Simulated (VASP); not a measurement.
# MgO (Fm-3m) in VASP: a series of runs

MgO is run at these levels: PBE; tasks: single point.

All numbers are computed with VASP 6.6.1; they aren't measurements. Logs are shortened: lines on timing, memory, paths and dates and some standing lists are left out, and cuts for length are marked.

### 1 The cell of the first run

The structure is cubic, space group Fm-3m (No. 225). The conventional cell has a = 4.218 Å, b = 4.218 Å, c = 4.218 Å, α = 90.00°, β = 90.00°, γ = 90.00°. Mg (site symmetry m-3m) has 6 O at 2.11 Å within 2.8 Å. O (site symmetry m-3m) has 6 Mg at 2.11 Å within 2.8 Å.

### 2 Single point, PBE

File INCAR:

```
PREC     = Accurate       # precision mode
ENCUT    = 840            # plane-wave cutoff, eV
EDIFF    = 1E-6           # SCF threshold, eV
ISMEAR   = 0              # smearing method
SIGMA    = 0.01           # smearing width, eV
LREAL    = F              # projectors in reciprocal space
LASPH    = T              # aspherical terms in the spheres
NELM     = 120            # most SCF steps
ALGO     = Normal         # electronic algorithm
ISIF     = 2              # what is computed and relaxed
LWAVE    = F              # write WAVECAR
LCHARG   = F              # write CHGCAR
GGA      = PE             # functional
NBANDS   = 15             # bands
GGA_COMPAT= F
```

File KPOINTS:

```
regular mesh
0
Gamma
  8 8 8
```

File POSCAR:

```
MgO
1.0
    0.0000000000      2.1090500000      2.1090500000
    2.1090500000      0.0000000000      2.1090500000
    2.1090500000      2.1090500000      0.0000000000
Mg O
1 1
Direct
    0.0000000000      0.0000000000      0.0000000000
    0.5000000000      0.5000000000      0.5000000000
```

Potentials or basis: VASP PAW PBE potentials, release 64 (Mg_sv, O).

On the command line:

```console
cat potpaw_PBE.64/Mg_sv/POTCAR potpaw_PBE.64/O/POTCAR > POTCAR
mpirun -np 1 vasp_std > vasp.out
```

OUTCAR:

```text
PREC = Accurate
   ENCUT = 840
   EDIFF = 1E-6
   ISMEAR = 0
   LREAL = F
   LASPH = T
   NELM = 120
   ISIF = 2
   GGA = PE

 ion  position               nearest neighbor table
   1  0.000  0.000  0.000-   2 2.11   2 2.11   2 2.11   2 2.11   2 2.11   2 2.11
   2  0.500  0.500  0.500-   1 2.11   1 2.11   1 2.11   1 2.11   1 2.11   1 2.11

  LATTYP: Found a face centered cubic cell.
 ALAT       =     4.2181000000

  Lattice vectors:

 A1 = (   0.0000000000,   2.1090500000,   2.1090500000)
 A2 = (   2.1090500000,   0.0000000000,   2.1090500000)
 A3 = (   2.1090500000,   2.1090500000,   0.0000000000)

Analysis of symmetry for initial positions (statically):
=====================================================================
 Subroutine PRICEL returns:
 Original cell was already a primitive cell.

 Routine SETGRP: Setting up the symmetry group for a
 face centered cubic supercell.

 Subroutine GETGRP returns: Found 48 space group operations
 (whereof 48 operations were pure point group operations)
 out of a pool of 48 trial point group operations.

The static configuration has the point symmetry O_h .

Analysis of symmetry for dynamics (positions and initial velocities):
=====================================================================
 Subroutine PRICEL returns:
 Original cell was already a primitive cell.

 Routine SETGRP: Setting up the symmetry group for a
 face centered cubic supercell.

 Subroutine GETGRP returns: Found 48 space group operations
 (whereof 48 operations were pure point group operations)
 out of a pool of 48 trial point group operations.

The dynamic configuration has the point symmetry O_h .

 Subroutine INISYM returns: Found 48 space group operations
 (whereof 48 operations are pure point group operations),
 and found     1 'primitive' translations

----------------------------------------------------------------------------------------

                                     Primitive cell

  volume of cell :      18.7625

  direct lattice vectors                    reciprocal lattice vectors
     0.000000000  2.109050000  2.109050000    -0.237073564  0.237073564  0.237073564
     2.109050000  0.000000000  2.109050000     0.237073564 -0.237073564  0.237073564
     2.109050000  2.109050000  0.000000000     0.237073564  0.237073564 -0.237073564

  length of vectors
     2.982647114  2.982647114  2.982647114     0.410623458  0.410623458  0.410623458

  position of ions in fractional coordinates (direct lattice)
     0.000000000  0.000000000  0.000000000
     0.500000000  0.500000000  0.500000000
[... 82 lines left out ...]
   NFREE  =      0    steps in history (QN), initial steepest desc. (CG)
   ISIF   =      2    stress and relaxation
   ISYM   =      2    0-nonsym 1-usesym 2-fastsym
   POTIM  = 0.5000    time-step for ionic-motion
   TEBEG  =    0.0;   TEEND  =   0.0 temperature during run
   PSTRESS=    0.0 pullay stress
   NELECT =      16.0000    total number of electrons
   NUPDOWN=      -1.0000    fix difference up-down
   EMIN   =  10.00;   EMAX   =-10.00  energy-range for DOS
   EFERMI =   0.00;   METHOD = LEGACY
   ISMEAR =     0;   SIGMA  =   0.01  broadening in eV -4-tet -1-fermi 0-gaus
   EFERMI_NEDOS =   21; number of points for ismear=-14 and -15
   IALGO  =     38    algorithm
   IMIX   =      4    mixing-type and parameters
     AMIX     =   0.40;   BMIX     =  1.00
     AMIX_MAG =   1.60;   BMIX_MAG =  1.00
  volume/ion in A,a.u.               =       9.38        63.31
  Fermi-wavevector in a.u.,A,eV,Ry     =   1.552451  2.933707 32.791465  2.410105
  Thomas-Fermi vector in A             =   2.656825
   LORBIT       =      0    0 simple, 1 ext, 2 COOP (PROOUT), +10 PAW based schemes
   GGA     = PE    functional components
   LHFCALC =     F    Hartree Fock is set to
   AEXX    =    0.0000 exact exchange contribution
   IVDW    =     0    specifies the selected vdW correction
   LEPSILON=     F    determine dielectric tensor
   LRPA    =     F    only Hartree local field effects (RPA)
 non-spin polarized calculation
 Gauss-broadening in eV      SIGMA  =   0.01
  energy-cutoff  :      840.00
  volume of cell :       18.76
 maximum number of plane-waves:      1056
   NGX = 15   NGY = 15   NGZ = 15

 number of electron      15.9999995 magnetization

 Free energy of the ion-electron system (eV)
  ---------------------------------------------------
  ext. energy  EPLUGINS =         0.00000000
  ---------------------------------------------------
  free energy    TOTEN  =       -11.87723987 eV

  energy without entropy =      -11.87723987  energy(sigma->0) =      -11.87723987

 E-fermi :   3.1078     XC(G=0): -11.3695

 val. band max:        2.8845853840   @ k =   0.0000   0.0000   0.0000
 cond. band min:       7.5827707019   @ k =   0.0000   0.0000   0.0000
 fundamental gap:      4.6981853179
 Fermi energy:         3.1077671766

 k-point     1 :       0.0000    0.0000    0.0000
  band No.  band energies     occupation
      1     -69.3984      2.00000
      2     -36.1236      2.00000
      3     -36.1236      2.00000
      4     -36.1236      2.00000
      5     -14.3421      2.00000
      6       2.8846      2.00000
      7       2.8846      2.00000
      8       2.8846      2.00000
      9       7.5828      0.00000
     10      18.6661      0.00000
     11      18.6661      0.00000
     12      18.6661      0.00000
     13      22.5678      0.00000
     14      24.3439      0.00000
[... 401 lines left out ...]
      2     -36.1952      2.00000
      3     -36.1532      2.00000
      4     -36.1394      2.00000
      5     -12.9045      2.00000
      6      -1.0863      2.00000
      7       0.9691      2.00000
      8       1.9049      2.00000
      9      12.5331      0.00000
     10      15.0509      0.00000
     11      16.3606      0.00000
     12      19.7517      0.00000
     13      23.3704      0.00000
     14      24.9212      0.00000
     15      29.0095      0.00000

 [... further k-points ...]
[... 5 lines left out ...]
  --------------------------------------------------------------------------------------
  -------------------------------------------------------------------------------------
  Total        0.4750454      0.4750454      0.4750454      0.0000000      0.0000000     -0.0000000
  in kB       40.5653325     40.5653325     40.5653325      0.0000000      0.0000000     -0.0000000
  external PRESSURE =      40.5653325 kB  Pullay stress =       0.0000000 kB

 VOLUME and BASIS-vectors are now :
 -----------------------------------------------------------------------------
  energy-cutoff  :      840.00
  volume of cell :       18.76
      direct lattice vectors                 reciprocal lattice vectors
     0.000000000  2.109050000  2.109050000    -0.237073564  0.237073564  0.237073564
     2.109050000  0.000000000  2.109050000     0.237073564 -0.237073564  0.237073564
     2.109050000  2.109050000  0.000000000     0.237073564  0.237073564 -0.237073564

 POSITION                                       TOTAL-FORCE (eV/Angst)
 -----------------------------------------------------------------------------------
      0.00000      0.00000      0.00000         0.000000     -0.000000     -0.000000
      2.10905      2.10905      2.10905        -0.000000      0.000000      0.000000
 -----------------------------------------------------------------------------------
    total drift:                                0.000000      0.000000      0.000000

  FREE ENERGIE OF THE ION-ELECTRON SYSTEM (eV)
  ---------------------------------------------------
  free  energy   TOTEN  =       -11.8772398742 eV

  energy  without entropy=      -11.8772398742  energy(sigma->0) =      -11.87723987
```

OSZICAR:

```text
N       E                     dE             d eps       ncg     rms          rms(c)
DAV:   1     0.160907690909E+03    0.16091E+03   -0.13722E+04   878   0.177E+03
DAV:   2    -0.756540177700E+01   -0.16847E+03   -0.15843E+03  1045   0.442E+02
DAV:   3    -0.133821040188E+02   -0.58167E+01   -0.57826E+01  1157   0.783E+01
DAV:   4    -0.134789021141E+02   -0.96798E-01   -0.96788E-01   996   0.973E+00
DAV:   5    -0.134807087937E+02   -0.18067E-02   -0.18067E-02  1130   0.112E+00    0.861E+00
DAV:   6    -0.119006182722E+02    0.15801E+01   -0.25812E+00   926   0.148E+01    0.283E+00
DAV:   7    -0.118881698757E+02    0.12448E-01   -0.13622E-01  1080   0.343E+00    0.172E+00
DAV:   8    -0.118781888286E+02    0.99810E-02   -0.38253E-02  1045   0.223E+00    0.336E-01
DAV:   9    -0.118770500344E+02    0.11388E-02   -0.35677E-03   982   0.553E-01    0.996E-02
DAV:  10    -0.118772494340E+02   -0.19940E-03   -0.28607E-04  1066   0.182E-01    0.485E-02
DAV:  11    -0.118772397321E+02    0.97019E-05   -0.25307E-05  1059   0.499E-02    0.612E-03
DAV:  12    -0.118772398742E+02   -0.14210E-06   -0.58798E-07   799   0.107E-02
   1 F= -.11877240E+02 E0= -.11877240E+02  d E =0.000000E+00
```

Wall time 18 s (1 thread of AMD EPYC 7R43 (Zen 3), shared host); peak memory 0.12 GiB.

Results:

- Free energy: -11.8772 eV
- Pressure: 4.1 GPa
- Band gap on the k mesh: 4.70 eV

Caveat: the cell stands under pressure.

### 3 Single point, PBE

File INCAR:

```
PREC     = Accurate       # precision mode
ENCUT    = 840            # plane-wave cutoff, eV
EDIFF    = 1E-6           # SCF threshold, eV
ISMEAR   = 0              # smearing method
SIGMA    = 0.15           # smearing width, eV
LREAL    = False          # projectors in reciprocal space
LASPH    = True           # aspherical terms in the spheres
NELM     = 120            # most SCF steps
ALGO     = Normal         # electronic algorithm
ISIF     = 2              # what is computed and relaxed
LWAVE    = False          # write WAVECAR
LCHARG   = False          # write CHGCAR
GGA      = PE             # functional
NBANDS   = 15             # bands
GGA_COMPAT= False
```

KPOINTS is that of step 2.

POSCAR is that of step 2.

Potentials or basis: VASP PAW PBE potentials, release 64 (Mg_sv, O).

On the command line:

```console
cat potpaw_PBE.64/Mg_sv/POTCAR potpaw_PBE.64/O/POTCAR > POTCAR
mpirun -np 1 vasp_std > vasp.out
```

OUTCAR:

```text
PREC = Accurate
   ENCUT = 840
   EDIFF = 1E-6
   ISMEAR = 0
   LREAL = False
   LASPH = True
   NELM = 120
   ISIF = 2
   GGA = PE

 ion  position               nearest neighbor table
   1  0.000  0.000  0.000-   2 2.11   2 2.11   2 2.11   2 2.11   2 2.11   2 2.11
   2  0.500  0.500  0.500-   1 2.11   1 2.11   1 2.11   1 2.11   1 2.11   1 2.11

  LATTYP: Found a face centered cubic cell.
 ALAT       =     4.2181000000

  Lattice vectors:

 A1 = (   0.0000000000,   2.1090500000,   2.1090500000)
 A2 = (   2.1090500000,   0.0000000000,   2.1090500000)
 A3 = (   2.1090500000,   2.1090500000,   0.0000000000)

Analysis of symmetry for initial positions (statically):
=====================================================================
 Subroutine PRICEL returns:
 Original cell was already a primitive cell.

 Routine SETGRP: Setting up the symmetry group for a
 face centered cubic supercell.

 Subroutine GETGRP returns: Found 48 space group operations
 (whereof 48 operations were pure point group operations)
 out of a pool of 48 trial point group operations.

The static configuration has the point symmetry O_h .

Analysis of symmetry for dynamics (positions and initial velocities):
[... 168 lines left out ...]
      1     -69.3984      2.00000
      2     -36.1236      2.00000
      3     -36.1236      2.00000
      4     -36.1236      2.00000
      5     -14.3421      2.00000
      6       2.8846      2.00000
      7       2.8846      2.00000
      8       2.8846      2.00000
      9       7.5828      0.00000
     10      18.6661      0.00000
     11      18.6661      0.00000
     12      18.6661      0.00000
     13      22.5678      0.00000
     14      24.3439      0.00000
[... 401 lines left out ...]
      2     -36.1952      2.00000
      3     -36.1532      2.00000
      4     -36.1394      2.00000
      5     -12.9045      2.00000
      6      -1.0863      2.00000
      7       0.9691      2.00000
      8       1.9049      2.00000
      9      12.5331      0.00000
     10      15.0509      0.00000
     11      16.3606      0.00000
     12      19.7517      0.00000
     13      23.3704      0.00000
     14      24.9212      0.00000
     15      29.0095      0.00000

 [... further k-points ...]
[... 5 lines left out ...]
  --------------------------------------------------------------------------------------
  -------------------------------------------------------------------------------------
  Total        0.4750454      0.4750454      0.4750454     -0.0000000      0.0000000     -0.0000000
  in kB       40.5653325     40.5653325     40.5653325     -0.0000000      0.0000000     -0.0000000
  external PRESSURE =      40.5653325 kB  Pullay stress =       0.0000000 kB

 VOLUME and BASIS-vectors are now :
 -----------------------------------------------------------------------------
  energy-cutoff  :      840.00
  volume of cell :       18.76
      direct lattice vectors                 reciprocal lattice vectors
     0.000000000  2.109050000  2.109050000    -0.237073564  0.237073564  0.237073564
     2.109050000  0.000000000  2.109050000     0.237073564 -0.237073564  0.237073564
     2.109050000  2.109050000  0.000000000     0.237073564  0.237073564 -0.237073564

 POSITION                                       TOTAL-FORCE (eV/Angst)
 -----------------------------------------------------------------------------------
      0.00000      0.00000      0.00000         0.000000      0.000000      0.000000
      2.10905      2.10905      2.10905        -0.000000     -0.000000     -0.000000
 -----------------------------------------------------------------------------------
    total drift:                                0.000000      0.000000      0.000000

  FREE ENERGIE OF THE ION-ELECTRON SYSTEM (eV)
  ---------------------------------------------------
  free  energy   TOTEN  =       -11.8772398742 eV

  energy  without entropy=      -11.8772398742  energy(sigma->0) =      -11.87723987
```

OSZICAR:

```text
N       E                     dE             d eps       ncg     rms          rms(c)
DAV:   1     0.160903919896E+03    0.16090E+03   -0.13722E+04   878   0.177E+03
DAV:   2    -0.756540177700E+01   -0.16847E+03   -0.15848E+03  1045   0.442E+02
DAV:   3    -0.133821040188E+02   -0.58167E+01   -0.57826E+01  1157   0.783E+01
DAV:   4    -0.134789021141E+02   -0.96798E-01   -0.96788E-01   996   0.973E+00
DAV:   5    -0.134807087937E+02   -0.18067E-02   -0.18067E-02  1130   0.112E+00    0.861E+00
DAV:   6    -0.119006182722E+02    0.15801E+01   -0.25812E+00   926   0.148E+01    0.283E+00
DAV:   7    -0.118881698758E+02    0.12448E-01   -0.13622E-01  1080   0.343E+00    0.172E+00
DAV:   8    -0.118781888289E+02    0.99810E-02   -0.38253E-02  1045   0.223E+00    0.336E-01
DAV:   9    -0.118770500344E+02    0.11388E-02   -0.35677E-03   982   0.553E-01    0.996E-02
DAV:  10    -0.118772494340E+02   -0.19940E-03   -0.28607E-04  1066   0.182E-01    0.485E-02
DAV:  11    -0.118772397321E+02    0.97020E-05   -0.25307E-05  1059   0.499E-02    0.612E-03
DAV:  12    -0.118772398742E+02   -0.14211E-06   -0.58798E-07   799   0.107E-02
   1 F= -.11877240E+02 E0= -.11877240E+02  d E =-.294008E-18
```

stdout:

```text
POSCAR found type information on POSCAR MgO
 POSCAR found :  2 types and       2 ions
 scaLAPACK will be used
 LDA part: xc-table for (Slater+PW92), standard interpolation
 POSCAR, INCAR and KPOINTS ok, starting setup
 FFT: planning ... GRIDC
 FFT: planning ... GRID_SOFT
 FFT: planning ... GRID
 WAVECAR not read
 entering main loop
```

Run time: 14 s. Hardware: 1 thread of AMD EPYC 7R13 (Zen 3), shared host; peak memory 0.13 GiB.

What came out:

```yaml
Free_energy: -11.8772 eV
Pressure: 4.1 GPa
Band_gap_on_the_k_mesh: 4.70 eV
```

Levels at points of the mesh, in eV from the valence-band top:
| k point | band 5 | band 6 | band 7 | band 8 | band 9 | band 10 | band 11 | band 12 |
| --- | --- | --- | --- | --- | --- | --- | --- | --- |
| (0.00, 0.00, 0.00) | -17.23 | 0.00 | 0.00 | 0.00 | 4.70 | 15.78 | 15.78 | 15.78 |
| (0.50, 0.00, 0.00) | -15.92 | -4.59 | -0.65 | -0.65 | 7.88 | 12.57 | 16.29 | 16.29 |
| (0.50, 0.50, 0.00) | -15.71 | -4.04 | -1.33 | -1.33 | 9.12 | 9.96 | 13.06 | 18.93 |

Caveat: the cell stands under pressure.
